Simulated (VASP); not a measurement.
# InAs (Fm-3m) in VASP: a series of runs

The runs below take InAs through single point, with r2SCAN.

Everything below comes from runs of VASP 6.6.1. Logs are shortened: lines on timing, memory, paths and dates and some standing lists are left out, and cuts for length are marked.

## Step 1: The cell of the first run

It takes space group Fm-3m (No. 225, cubic). Conventional cell: a = 5.556 Å, b = 5.556 Å, c = 5.556 Å, α = 90.00°, β = 90.00°, γ = 90.00°. In (site symmetry m-3m) has 6 As at 2.78 Å within 3.7 Å. As (site symmetry m-3m) has 6 In at 2.78 Å within 3.7 Å.

## Step 2: Single point, r2SCAN

The input, POSCAR:

```
InAs
1.0
    0.0000000000      2.7780064683      2.7780064683
    2.7780064683      0.0000000000      2.7780064683
    2.7780064683      2.7780064683      0.0000000000
In As
1 1
Direct
    0.5000000000      0.5000000000      0.5000000000
    0.0000000000      0.0000000000      0.0000000000
```

The input, INCAR.step1:

```
ALGO     = Normal         # electronic algorithm
EDIFF    = 1E-4           # SCF threshold, eV
ENCUT    = 520            # plane-wave cutoff, eV
GGA      = PE             # functional
ISMEAR   = 0              # smearing method
LASPH    = T              # aspherical terms in the spheres
LCHARG   = F              # write CHGCAR
LREAL    = F              # projectors in reciprocal space
LWAVE    = T              # write WAVECAR
NBANDS   = 16             # bands
NELM     = 100            # most SCF steps
PREC     = Accurate       # precision mode
SIGMA    = 0.1            # smearing width, eV
```

The input, INCAR.step2:

```
ALGO     = Normal         # electronic algorithm
EDIFF    = 1E-6           # SCF threshold, eV
ENCUT    = 520            # plane-wave cutoff, eV
ISIF     = 2              # what is computed and relaxed
ISMEAR   = 0              # smearing method
ISTART   = 1            
LASPH    = T              # aspherical terms in the spheres
LCHARG   = F              # write CHGCAR
LMIXTAU  = T            
LREAL    = F              # projectors in reciprocal space
LWAVE    = F              # write WAVECAR
METAGGA  = R2SCAN         # meta-GGA
NBANDS   = 16             # bands
NELM     = 100            # most SCF steps
PREC     = Accurate       # precision mode
SIGMA    = 0.1            # smearing width, eV
```

The input, KPOINTS:

```
k-points
0
Gamma
  6 6 6
```

Potentials or basis: VASP PAW PBE potentials, release 64 (In_d, As).

On the command line:

```bash
> cat potpaw_PBE.64/In_d/POTCAR potpaw_PBE.64/As/POTCAR > POTCAR
> cp INCAR.step1 INCAR
> mpirun -np 1 vasp_std > vasp.out
> cp INCAR.step2 INCAR
> mpirun -np 1 vasp_std > vasp.out
```

OUTCAR:

```text
EDIFF = 1E-6
   ENCUT = 520
   ISIF = 2
   ISMEAR = 0
   ISTART = 1
   LASPH = T
   LREAL = F
   METAGGA = R2SCAN
   NELM = 100
   PREC = Accurate

 ion  position               nearest neighbor table
   1  0.500  0.500  0.500-   2 2.78   2 2.78   2 2.78   2 2.78   2 2.78   2 2.78
   2  0.000  0.000  0.000-   1 2.78   1 2.78   1 2.78   1 2.78   1 2.78   1 2.78

  LATTYP: Found a face centered cubic cell.
 ALAT       =     5.5560129366

  Lattice vectors:

 A1 = (   0.0000000000,   2.7780064683,   2.7780064683)
 A2 = (   2.7780064683,   0.0000000000,   2.7780064683)
 A3 = (   2.7780064683,   2.7780064683,   0.0000000000)

Analysis of symmetry for initial positions (statically):
=====================================================================
 Subroutine PRICEL returns:
 Original cell was already a primitive cell.

 Routine SETGRP: Setting up the symmetry group for a
 face centered cubic supercell.

 Subroutine GETGRP returns: Found 48 space group operations
 (whereof 48 operations were pure point group operations)
 out of a pool of 48 trial point group operations.

The static configuration has the point symmetry O_h .

Analysis of symmetry for dynamics (positions and initial velocities):
=====================================================================
 Subroutine PRICEL returns:
 Original cell was already a primitive cell.

 Routine SETGRP: Setting up the symmetry group for a
 face centered cubic supercell.

 Subroutine GETGRP returns: Found 48 space group operations
 (whereof 48 operations were pure point group operations)
 out of a pool of 48 trial point group operations.

The dynamic configuration has the point symmetry O_h .

 Subroutine INISYM returns: Found 48 space group operations
 (whereof 48 operations are pure point group operations),
 and found     1 'primitive' translations

----------------------------------------------------------------------------------------

                                     Primitive cell

  volume of cell :      42.8775

  direct lattice vectors                    reciprocal lattice vectors
     0.000000000  2.778006468  2.778006468    -0.179985182  0.179985182  0.179985182
     2.778006468  0.000000000  2.778006468     0.179985182 -0.179985182  0.179985182
     2.778006468  2.778006468  0.000000000     0.179985182  0.179985182 -0.179985182

  length of vectors
     3.928694424  3.928694424  3.928694424     0.311743480  0.311743480  0.311743480

  position of ions in fractional coordinates (direct lattice)
     0.500000000  0.500000000  0.500000000
[... 69 lines left out ...]
   EDIFF  = 0.1E-05   stopping-criterion for ELM
   LREAL  =      F    real-space projection
   EDIFFG = 0.1E-04   stopping-criterion for IOM
   NSW    =      0    number of steps for IOM
   IBRION =     -1    ionic relax: 0-MD 1-quasi-New 2-CG
   NFREE  =      0    steps in history (QN), initial steepest desc. (CG)
   ISIF   =      2    stress and relaxation
   ISYM   =      2    0-nonsym 1-usesym 2-fastsym
   POTIM  = 0.5000    time-step for ionic-motion
   TEBEG  =    0.0;   TEEND  =   0.0 temperature during run
   PSTRESS=    0.0 pullay stress
   NELECT =      18.0000    total number of electrons
   NUPDOWN=      -1.0000    fix difference up-down
   EMIN   =  10.00;   EMAX   =-10.00  energy-range for DOS
   EFERMI =   0.00;   METHOD = LEGACY
   ISMEAR =     0;   SIGMA  =   0.10  broadening in eV -4-tet -1-fermi 0-gaus
   EFERMI_NEDOS =   21; number of points for ismear=-14 and -15
   IALGO  =     38    algorithm
   IMIX   =      4    mixing-type and parameters
     AMIX     =   0.40;   BMIX     =  1.00
     AMIX_MAG =   1.60;   BMIX_MAG =  1.00
  volume/ion in A,a.u.               =      21.44       144.68
  Fermi-wavevector in a.u.,A,eV,Ry     =   1.225808  2.316441 20.444182  1.502605
  Thomas-Fermi vector in A             =   2.360832
   LORBIT       =      0    0 simple, 1 ext, 2 COOP (PROOUT), +10 PAW based schemes
   METAGGA = R2SCAN    functional components
   LHFCALC =     F    Hartree Fock is set to
   AEXX    =    0.0000 exact exchange contribution
   IVDW    =     0    specifies the selected vdW correction
   LEPSILON=     F    determine dielectric tensor
   LRPA    =     F    only Hartree local field effects (RPA)
 non-spin polarized calculation
 Gauss-broadening in eV      SIGMA  =   0.10
  energy-cutoff  :      520.00
  volume of cell :       42.88
 maximum number of plane-waves:      1167
 NGX is ok and might be reduce to    30
   NGX = 15   NGY = 15   NGZ = 15

 number of electron      18.0000008 magnetization

 Free energy of the ion-electron system (eV)
  ---------------------------------------------------
  ext. energy  EPLUGINS =         0.00000000
  ---------------------------------------------------
  free energy    TOTEN  =       -37.54295594 eV

  energy without entropy =      -37.53404346  energy(sigma->0) =      -37.53849970

 E-fermi :   6.9566     XC(G=0): -11.1980

 val. band max:        6.9533562905   @ k =   0.3333   0.0000   0.0000
 cond. band min:       7.1481648163   @ k =   0.5000   0.0000   0.0000
 fundamental gap:      0.1948085258
 Fermi energy:         6.9566034129

 k-point     1 :       0.0000    0.0000    0.0000
  band No.  band energies     occupation
      1      -7.9967      2.00000
      2      -7.9967      2.00000
      3      -7.9542      2.00000
      4      -7.9542      2.00000
      5      -7.9542      2.00000
      6      -6.3838      2.00000
[... 281 lines left out ...]
      3      -7.9707      2.00000
      4      -7.8875      2.00000
      5      -7.8408      2.00000
      6      -3.0443      2.00000
[... 8 lines left out ...]
     15      20.2770      0.00000
     16      22.6233      0.00000

------------------------ aborting loop because EDIFF is reached ----------------------------------------

  FORCE on cell =-STRESS in cart. coord.  units (eV):
  Direction    XX          YY          ZZ          XY          YZ          ZX
  --------------------------------------------------------------------------------------
  -------------------------------------------------------------------------------------
  Total        1.6422567      1.6422567      1.6422567      0.0000000      0.0000000      0.0000000
  in kB       61.3651615     61.3651615     61.3651615      0.0000000      0.0000000      0.0000000
  external PRESSURE =      61.3651615 kB  Pullay stress =       0.0000000 kB

 VOLUME and BASIS-vectors are now :
 -----------------------------------------------------------------------------
  energy-cutoff  :      520.00
  volume of cell :       42.88
      direct lattice vectors                 reciprocal lattice vectors
     0.000000000  2.778006468  2.778006468    -0.179985182  0.179985182  0.179985182
     2.778006468  0.000000000  2.778006468     0.179985182 -0.179985182  0.179985182
     2.778006468  2.778006468  0.000000000     0.179985182  0.179985182 -0.179985182

 POSITION                                       TOTAL-FORCE (eV/Angst)
 -----------------------------------------------------------------------------------
      2.77801      2.77801      2.77801         0.000000     -0.000000      0.000000
      0.00000      0.00000      0.00000        -0.000000      0.000000      0.000000
 -----------------------------------------------------------------------------------
    total drift:                                0.000000      0.000000      0.000000

  FREE ENERGIE OF THE ION-ELECTRON SYSTEM (eV)
  ---------------------------------------------------
  free  energy   TOTEN  =       -37.5429559414 eV

  energy  without entropy=      -37.5340434597  energy(sigma->0) =      -37.53849970
```

Run time: 54 s. Hardware: 1 thread of AMD EPYC 7R43 (Zen 3), shared host; peak memory 0.14 GiB.

What came out:

```yaml
Free_energy: -37.5430 eV
Pressure: 6.1 GPa
Band_gap_on_the_k_mesh: zero (band 9 reaches 7.35 eV, above the bottom of band 10 at 4.31 eV)
```

Levels at points of the mesh, in eV from the Fermi level:
| k point | band 6 | band 7 | band 8 | band 9 | band 10 | band 11 | band 12 | band 13 |
| --- | --- | --- | --- | --- | --- | --- | --- | --- |
| (0.00, 0.00, 0.00) | -13.34 | -0.31 | -0.31 | -0.31 | 0.64 | 7.76 | 7.76 | 7.76 |
| (0.50, 0.00, 0.00) | -11.27 | -7.23 | 0.19 | 0.19 | 2.73 | 3.64 | 3.64 | 5.63 |
| (0.50, 0.50, 0.00) | -9.99 | -5.49 | -2.67 | -2.67 | -2.65 | 4.14 | 10.82 | 10.82 |

Caveat: the PAW data sets were made with another functional, which shifts forces and pressure a little; spin-orbit coupling is left out, which moves the levels of the heavy elements.

## Step 3: Single point, r2SCAN

This run uses another cell than the first one, of 22.03 Å³/atom, 1.028 times its volume.

The input, POSCAR:

```
InAs
1.0
    0.0000000000      2.8034941899      2.8034941899
    2.8034941899      0.0000000000      2.8034941899
    2.8034941899      2.8034941899      0.0000000000
In As
1 1
Direct
    0.5000000000      0.5000000000      0.5000000000
    0.0000000000      0.0000000000      0.0000000000
```

The input, INCAR.step1:

```
ALGO = Normal
EDIFF = 1E-4
ENCUT = 520
GGA = PE
ISMEAR = 0
LASPH = True
LCHARG = False
LREAL = False
LWAVE = True
NBANDS = 16
NELM = 100
PREC = Accurate
SIGMA = 0.1
```

The input, INCAR.step2:

```
ALGO = Normal
EDIFF = 1E-6
ENCUT = 520
ISIF = 2
ISMEAR = 0
ISTART = 1
LASPH = True
LCHARG = True
LELF = True
LMIXTAU = True
LREAL = False
LVHAR = True
LWAVE = False
METAGGA = R2SCAN
NBANDS = 16
NELM = 100
PREC = Accurate
SIGMA = 0.1
```

KPOINTS is that of step 2.

Potentials or basis: VASP PAW PBE potentials, release 64 (In_d, As).

On the command line:

```bash
> cat potpaw_PBE.64/In_d/POTCAR potpaw_PBE.64/As/POTCAR > POTCAR
> cp INCAR.step1 INCAR
> mpirun -np 1 vasp_std > vasp.out
> cp INCAR.step2 INCAR
> mpirun -np 1 vasp_std > vasp.out
```

OUTCAR:

```text
EDIFF = 1E-6
   ENCUT = 520
   ISIF = 2
   ISMEAR = 0
   ISTART = 1
   LASPH = True
   LREAL = False
   METAGGA = R2SCAN
   NELM = 100
   PREC = Accurate

 ion  position               nearest neighbor table
   1  0.500  0.500  0.500-   2 2.80   2 2.80   2 2.80   2 2.80   2 2.80   2 2.80
   2  0.000  0.000  0.000-   1 2.80   1 2.80   1 2.80   1 2.80   1 2.80   1 2.80

  LATTYP: Found a face centered cubic cell.
 ALAT       =     5.6069883798

  Lattice vectors:

[... 479 lines left out ...]
     16      22.1898      0.00000

------------------------ aborting loop because EDIFF is reached ----------------------------------------

  FORCE on cell =-STRESS in cart. coord.  units (eV):
  Direction    XX          YY          ZZ          XY          YZ          ZX
  --------------------------------------------------------------------------------------
  -------------------------------------------------------------------------------------
  Total        0.9673145      0.9673145      0.9673145     -0.0000000     -0.0000000      0.0000000
  in kB       35.1681337     35.1681337     35.1681337     -0.0000000     -0.0000000      0.0000000
  external PRESSURE =      35.1681337 kB  Pullay stress =       0.0000000 kB

 VOLUME and BASIS-vectors are now :
 -----------------------------------------------------------------------------
  energy-cutoff  :      520.00
  volume of cell :       44.07
      direct lattice vectors                 reciprocal lattice vectors
     0.000000000  2.803494190  2.803494190    -0.178348863  0.178348863  0.178348863
     2.803494190  0.000000000  2.803494190     0.178348863 -0.178348863  0.178348863
     2.803494190  2.803494190  0.000000000     0.178348863  0.178348863 -0.178348863

 POSITION                                       TOTAL-FORCE (eV/Angst)
 -----------------------------------------------------------------------------------
      2.80349      2.80349      2.80349        -0.000000      0.000000     -0.000000
      0.00000      0.00000      0.00000         0.000000      0.000000      0.000000
 -----------------------------------------------------------------------------------
    total drift:                                0.000000      0.000000      0.000000

  FREE ENERGIE OF THE ION-ELECTRON SYSTEM (eV)
  ---------------------------------------------------
  free  energy   TOTEN  =       -37.5790766729 eV

  energy  without entropy=      -37.5700374223  energy(sigma->0) =      -37.57455705
```

Run time: 43 s. Hardware: 1 thread of AMD EPYC 7R43 (Zen 3), shared host; peak memory 0.13 GiB.

What came out:

- Free energy: -37.5791 eV
- Pressure: 3.5 GPa
- Band gap on the k mesh: zero (band 9 reaches 7.01 eV, above the bottom of band 10 at 4.05 eV)

Levels at points of the mesh, in eV from the Fermi level:
```tsv
k point	band 6	band 7	band 8	band 9	band 10	band 11	band 12	band 13
(0.00, 0.00, 0.00)	-13.13	-0.29	-0.29	-0.29	0.40	7.73	7.73	7.73
(0.50, 0.00, 0.00)	-11.15	-7.08	0.18	0.18	2.70	3.62	3.62	5.42
(0.50, 0.50, 0.00)	-9.97	-5.31	-2.68	-2.58	-2.58	4.18	10.56	10.56
```

Caveat: the PAW data sets were made with another functional, which shifts forces and pressure a little; spin-orbit coupling is left out, which moves the levels of the heavy elements.
